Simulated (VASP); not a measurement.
# HPbNO4 (P1) in VASP: further runs, part 2 of 2

VASP 6.6.1. The steps go on from the part before.

## (4) Single point, HSE06

POSCAR

```
HPbNO4
1.0
    4.2040700000      0.0000000000      0.0000000000
    2.0217200000      3.8395200000      0.0000000000
    2.0468600000      1.2790000000      6.2813200000
H Pb N O
1 1 1 4
Direct
    0.8914500000      0.6820200000      0.6279600000
    0.1442600000      0.9287200000      0.8835200000
    0.2567000000      0.2886100000      0.3017100000
    0.8310800000      0.6505600000      0.7840500000
    0.3869400000      0.2238000000      0.1129500000
    0.3110400000      0.0357600000      0.4585600000
    0.0772600000      0.6063300000      0.3227500000
```

INCAR.step1

```
SYSTEM = HPbNO4
ALGO     = Normal         ! electronic algorithm
EDIFF    = 1E-5           ! SCF threshold, eV
ENCUT    = 520            ! plane-wave cutoff, eV
GGA      = PE             ! functional
ISIF     = 2              ! what is computed and relaxed
ISMEAR   = -1             ! smearing method
LASPH    = .True.         ! aspherical terms in the spheres
LCHARG   = .False.        ! write CHGCAR
LREAL    = .False.        ! projectors in reciprocal space
LWAVE    = .True.         ! write WAVECAR
NBANDS   = 31             ! bands
NELM     = 100            ! most SCF steps
PREC     = Accurate       ! precision mode
SIGMA    = 0.05           ! smearing width, eV
```

INCAR.step2

```
SYSTEM = HPbNO4
ALGO     = Normal         ! electronic algorithm
EDIFF    = 1E-7           ! SCF threshold, eV
ENCUT    = 520            ! plane-wave cutoff, eV
GGA      = PE             ! functional
HFSCREEN = 0.2079         ! screening, 1/A
ISIF     = 2              ! what is computed and relaxed
ISMEAR   = -1             ! smearing method
ISTART   = 1            
LASPH    = .True.         ! aspherical terms in the spheres
LCHARG   = .False.        ! write CHGCAR
LHFCALC  = .True.         ! exact exchange
LREAL    = .False.        ! projectors in reciprocal space
LWAVE    = .False.        ! write WAVECAR
NBANDS   = 31             ! bands
NELM     = 100            ! most SCF steps
PREC     = Accurate       ! precision mode
PRECFOCK = Fast         
SIGMA    = 0.05           ! smearing width, eV
```

KPOINTS

```
k-points
0
Gamma
  3 3 2
  0 0 0
```

Potentials or basis: VASP PAW PBE potentials, release 64 (H, Pb_d, N, O).

Command:

```console
cat potpaw_PBE.64/H/POTCAR potpaw_PBE.64/Pb_d/POTCAR potpaw_PBE.64/N/POTCAR potpaw_PBE.64/O/POTCAR > POTCAR
cp INCAR.step1 INCAR
mpirun -np 1 vasp_std > vasp.out
cp INCAR.step2 INCAR
mpirun -np 1 vasp_std > vasp.out
```

OUTCAR:

```text
SYSTEM = HPbNO4
   EDIFF = 1E-7
   ENCUT = 520
   GGA = PE
   HFSCREEN = 0.2079
   ISIF = 2
   ISMEAR = -1
   ISTART = 1
   LASPH = .True.
   LHFCALC = .True.
   LREAL = .False.
   NELM = 100
   PREC = Accurate
   PRECFOCK = Fast

 ion  position               nearest neighbor table
   1  0.891  0.682  0.628-   4 0.98
   2  0.144  0.929  0.884-   4 2.48   4 2.51   6 2.67   4 2.72   5 2.81   7 2.84   5 2.91   5 2.93

   3  0.257  0.289  0.302-   6 1.25   7 1.26   5 1.28
   4  0.831  0.651  0.784-   1 0.98   2 2.48   2 2.51   2 2.72
   5  0.387  0.224  0.113-   3 1.28   2 2.81   2 2.91   2 2.93
   6  0.311  0.036  0.459-   3 1.25   2 2.67
   7  0.077  0.606  0.323-   3 1.26   2 2.84

  LATTYP: Found a triclinic cell.
 ALAT       =     6.7290755533
 B/A-ratio  =     1.0080441743
 C/A-ratio  =     0.6247618959
 COS(alpha) =     0.0037062124
 COS(beta)  =     0.3041814561
 COS(gamma) =     0.7937730465

  Lattice vectors:

 A1 = (   2.0468600000,   1.2790000000,   6.2813200000)
 A2 = (   0.0251400000,  -2.5605200000,   6.2813200000)
 A3 = (   4.2040700000,   0.0000000000,   0.0000000000)

Analysis of symmetry for initial positions (statically):
=====================================================================
 Subroutine PRICEL returns:
 Original cell was already a primitive cell.

 Routine SETGRP: Setting up the symmetry group for a
 triclinic supercell.

 Subroutine GETGRP returns: Found  1 space group operations
 (whereof  1 operations were pure point group operations)
 out of a pool of  2 trial point group operations.

The static configuration has the point symmetry C_1 .

Analysis of symmetry for dynamics (positions and initial velocities):
=====================================================================
 Subroutine PRICEL returns:
 Original cell was already a primitive cell.

 Routine SETGRP: Setting up the symmetry group for a
 triclinic supercell.

 Subroutine GETGRP returns: Found  1 space group operations
 (whereof  1 operations were pure point group operations)
 out of a pool of  2 trial point group operations.

The dynamic configuration has the point symmetry C_1 .

 Subroutine INISYM returns: Found  1 space group operations
 (whereof  1 operations are pure point group operations),
 and found     1 'primitive' translations

----------------------------------------------------------------------------------------

                                     Primitive cell

  volume of cell :     101.3906

  direct lattice vectors                    reciprocal lattice vectors
     4.204070000  0.000000000  0.000000000     0.237864736 -0.125248962 -0.052008557
     2.021720000  3.839520000  0.000000000     0.000000000  0.260449223 -0.053032572
     2.046860000  1.279000000  6.281320000     0.000000000  0.000000000  0.159202206

  length of vectors
     4.204070000  4.339270168  6.729075553     0.273809834  0.265793626  0.159202206

  position of ions in fractional coordinates (direct lattice)
     0.891450000  0.682020000  0.627960000
     0.144260000  0.928720000  0.883520000
[... 51 lines left out ...]
  0.000000  0.333333  0.500000      2.000000
  0.333333  0.333333  0.500000      2.000000
 -0.333333  0.333333  0.500000      2.000000
   k-points           NKPTS =     10   k-points in BZ     NKDIM =     18   number of bands    NBANDS=     31
   number of dos      NEDOS =    301   number of ions     NIONS =      7
   total plane-waves  NPLWV =  51200
   dimension x,y,z NGX =    32 NGY =   32 NGZ =   50
   dimension x,y,z NGXF=    64 NGYF=   64 NGZF=  100
   ions per type =               1   1   1   4
   NGX,Y,Z   is equivalent  to a cutoff of  12.65, 12.26, 12.35 a.u.
   NGXF,Y,Z  is equivalent  to a cutoff of  25.31, 24.52, 24.71 a.u.
 SYSTEM =  HPbNO4
   PREC   = accura    normal or accurate (medium, high low for compatibility)
   ISTART =      1    job   : 0-new  1-cont  2-samecut
   ICHARG =      0    charge: 1-file 2-atom 10-const
   ISPIN  =      1    spin polarized calculation?
   LNONCOLLINEAR =      F non collinear calculations
   LSORBIT =      F    spin-orbit coupling
   LASPH  =      T    aspherical Exc in radial PAW
   ENCUT  =  520.0 eV  38.22 Ry    6.18 a.u.   7.82  8.07 12.51*2*pi/ulx,y,z
   NELM   =    100;   NELMIN=  2; NELMDL=  0     # of ELM steps
   EDIFF  = 0.1E-06   stopping-criterion for ELM
   LREAL  =      F    real-space projection
   EDIFFG = 0.1E-05   stopping-criterion for IOM
   NSW    =      0    number of steps for IOM
   IBRION =     -1    ionic relax: 0-MD 1-quasi-New 2-CG
   NFREE  =      0    steps in history (QN), initial steepest desc. (CG)
   ISIF   =      2    stress and relaxation
   ISYM   =      3    0-nonsym 1-usesym 2-fastsym
   POTIM  = 0.5000    time-step for ionic-motion
   TEBEG  =    0.0;   TEEND  =   0.0 temperature during run
   PSTRESS=    0.0 pullay stress
   NELECT =      44.0000    total number of electrons
   NUPDOWN=      -1.0000    fix difference up-down
   EMIN   =  10.00;   EMAX   =-10.00  energy-range for DOS
   EFERMI =   0.00;   METHOD = LEGACY
   ISMEAR =    -1;   SIGMA  =   0.05  broadening in eV -4-tet -1-fermi 0-gaus
   EFERMI_NEDOS =   21; number of points for ismear=-14 and -15
   IALGO  =     38    algorithm
   IMIX   =      1    mixing-type and parameters
     AMIX     =   0.40;   BMIX     =  1.00
     AMIX_MAG =   1.60;   BMIX_MAG =  1.00
  volume/ion in A,a.u.               =      14.48        97.75
  Fermi-wavevector in a.u.,A,eV,Ry     =   1.239443  2.342207 20.901518  1.536218
  Thomas-Fermi vector in A             =   2.373926
   LORBIT       =      0    0 simple, 1 ext, 2 COOP (PROOUT), +10 PAW based schemes
   GGA     = PE    functional components
   LHFCALC =     T    Hartree Fock is set to
   PRECFOCK=fast      Normal, Fast or Accurate (Low or Medium for compatibility)
   ENCUT4O =  -1.0   cutoff for four orbital integrals eV
   NKREDX  =     1    reduce k-point grid by
   NKREDY  =     1    reduce k-point grid by
   NKREDZ  =     1    reduce k-point grid by
   AEXX    =    0.2500 exact exchange contribution
   HFSCREEN=    0.2079 screening length (either q_TF or 0.3 A-1)
   HFSCREENC=   0.2079 screening length for correlation (either q_TF or 0.3 A-1)
   ENCUTFOCK=  -1.0 apply spherical cutoff to Coloumb kernel
   IVDW    =     0    specifies the selected vdW correction
   LEPSILON=     F    determine dielectric tensor
   LRPA    =     F    only Hartree local field effects (RPA)
 non-spin polarized calculation
  energy-cutoff  :      520.00
  volume of cell :      101.39
 maximum number of plane-waves:      2742
  NGX = 18; NGY = 18; NGZ = 28

 number of electron      43.9999999 magnetization

 Free energy of the ion-electron system (eV)
  ---------------------------------------------------
  ext. energy  EPLUGINS =         0.00000000
  ---------------------------------------------------
  free energy    TOTEN  =       -51.24297315 eV

  energy without entropy =      -51.24297315  energy(sigma->0) =      -51.24297315

 E-fermi :   1.3088     XC(G=0):  -7.1268

 val. band max:        0.0855383915   @ k =  -0.3333   0.3333   0.5000
 cond. band min:       4.2263430576   @ k =  -0.3333   0.3333   0.5000
 fundamental gap:      4.1408046661
 Fermi energy:         1.3088353456

 k-point     1 :       0.0000    0.0000    0.0000
  band No.  band energies     occupation
      1     -28.1671      2.00000
      2     -22.3843      2.00000
      3     -22.0504      2.00000
      4     -19.3431      2.00000
      5     -16.5604      2.00000
      6     -16.5404      2.00000
[... 329 lines left out ...]
     30      12.0787      0.00000
     31      13.5832      0.00000

------------------------ aborting loop because EDIFF is reached ----------------------------------------

  FORCE on cell =-STRESS in cart. coord.  units (eV):
  Direction    XX          YY          ZZ          XY          YZ          ZX
  --------------------------------------------------------------------------------------
  -------------------------------------------------------------------------------------
  Total       -0.7921024     -2.6345495     -2.7860004      0.1275028     -0.0851019      0.0052522
  in kB      -12.5168227    -41.6312210    -44.0244525      2.0148028     -1.3447830      0.0829961
  external PRESSURE =     -32.7241654 kB  Pullay stress =       0.0000000 kB

 VOLUME and BASIS-vectors are now :
 -----------------------------------------------------------------------------
  energy-cutoff  :      520.00
  volume of cell :      101.39
      direct lattice vectors                 reciprocal lattice vectors
     4.204070000  0.000000000  0.000000000     0.237864736 -0.125248962 -0.052008557
     2.021720000  3.839520000  0.000000000     0.000000000  0.260449223 -0.053032572
     2.046860000  1.279000000  6.281320000     0.000000000  0.000000000  0.159202206

 POSITION                                       TOTAL-FORCE (eV/Angst)
 -----------------------------------------------------------------------------------
      6.41192      3.42179      3.94442        -0.001067      0.044875      0.463353
      4.29253      4.69586      5.54967        -0.010062     -0.072428     -0.066525
      2.28023      1.49401      1.89514        -0.002796     -0.021008     -0.032739
      6.41401      3.50064      4.92487         0.014411      0.027724     -0.391918
      2.31038      1.00375      0.70948        -0.024791      0.399680      0.860097
      2.31854      0.72380      2.88036        -0.033208      0.650283     -0.693192
      2.21126      2.74081      2.02730         0.057513     -1.029127     -0.139076
 -----------------------------------------------------------------------------------
    total drift:                               -0.000455     -0.000294      0.000328

  FREE ENERGIE OF THE ION-ELECTRON SYSTEM (eV)
  ---------------------------------------------------
  free  energy   TOTEN  =       -51.2429731521 eV

  energy  without entropy=      -51.2429731521  energy(sigma->0) =      -51.24297315
```

Run time: 18 min. Hardware: 1 thread of Intel Xeon 8259CL, shared host; peak memory 0.36 GiB.

What came out:

```
Free energy            : -51.2430 eV
Pressure               : -3.3 GPa
Largest force          : 1.040 eV/Å
Band gap on the k mesh : 4.14 eV
```

Forces on the atoms (eV/Å):
```
H   -0.001  0.045  0.463
Pb  -0.010 -0.072 -0.067
N   -0.003 -0.021 -0.033
O    0.014  0.028 -0.392
O   -0.025  0.400  0.860
O   -0.033  0.650 -0.693
O    0.058 -1.029 -0.139
```

Levels at points of the mesh, in eV from the valence-band top:
| k point | band 19 | band 20 | band 21 | band 22 | band 23 | band 24 | band 25 | band 26 |
| --- | --- | --- | --- | --- | --- | --- | --- | --- |
| (0.00, 0.00, 0.00) | -2.42 | -1.89 | -1.73 | -1.33 | 4.97 | 5.50 | 6.73 | 7.53 |
| (0.00, 0.00, 0.50) | -1.90 | -1.82 | -1.63 | -1.49 | 4.83 | 4.93 | 6.73 | 7.62 |

Caveat: the k points lie up to 0.57 Å⁻¹ apart; the standard files for N, O and F lose accuracy on very short bonds; the PAW data sets were made with another functional, which shifts forces and pressure a little; spin-orbit coupling is left out, which moves the levels of the heavy elements. A k mesh can miss the band edges.

## (5) The runs side by side

```csv
task,level,cell,k mesh,cutoff (eV),grid for exact exchange (PRECFOCK),share of exact exchange,screening parameter,gap on the mesh (eV),pressure (GPa),largest force (eV/Å)
relaxation of cell and atoms,PBE+D3(BJ),relaxed,5 × 5 × 3,600,-,-,-,2.74,0.0,0.01
single point,revPBE,as given,7 × 7 × 5,520,-,-,-,2.84,2.6,0.60
single point,HSE06,as given,3 × 3 × 2,520,Fast,0.25,0.2079 1/Å,4.14,-3.3,1.04
```

Alike in all rows: potentials or basis VASP PAW PBE potentials, release 64 (H, Pb_d, N, O); no spin polarisation; smearing fermi-dirac 0.05 eV.

Caveats: some runs use coarse meshes; the standard files for N, O and F lose accuracy on very short bonds; spin-orbit coupling is left out, which moves the levels of the heavy elements; the PAW data sets were made with another functional, which shifts forces and pressure a little (at least some runs).

Total energies depend on the potentials used, so only differences within one code and one set of settings carry meaning.
